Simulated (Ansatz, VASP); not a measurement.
Cd in VASP and in Ansatz

```
Cd
1.0
     3.00068    0.00000    0.00000
    -1.50034    2.59867    0.00000
     0.00000    0.00000    5.92710
Cd
2
Direct
  0.33333 0.66667 0.25000
  0.66667 0.33333 0.75000
```

Alike in both runs: functional PBE; k mesh 12 × 12 × 6; occupations fermi-dirac, width 0.1 eV; no spin polarisation.

Ansatz relaxed the structure, and its values are those at the end. VASP's run is a single point on that final structure, the one shown.

```csv
,VASP,Ansatz
version,VASP 6.6.1,Ansatz 0.2.0
potentials or method,"VASP PAW PBE potentials, release 64 (Cd), cutoff 500 eV","plane waves (420 eV) with PAW (set soft_1), scalar-relativistic"
valence electrons in the cell,24,40
```

|  | VASP | Ansatz | Ansatz less VASP |
| --- | --- | --- | --- |
| pressure (GPa) | 0.3 | 0.0 | -0.26 |

VASP's potentials hold 24 valence electrons a cell and Ansatz's 40, so a difference there can come from the potentials and not from the codes.
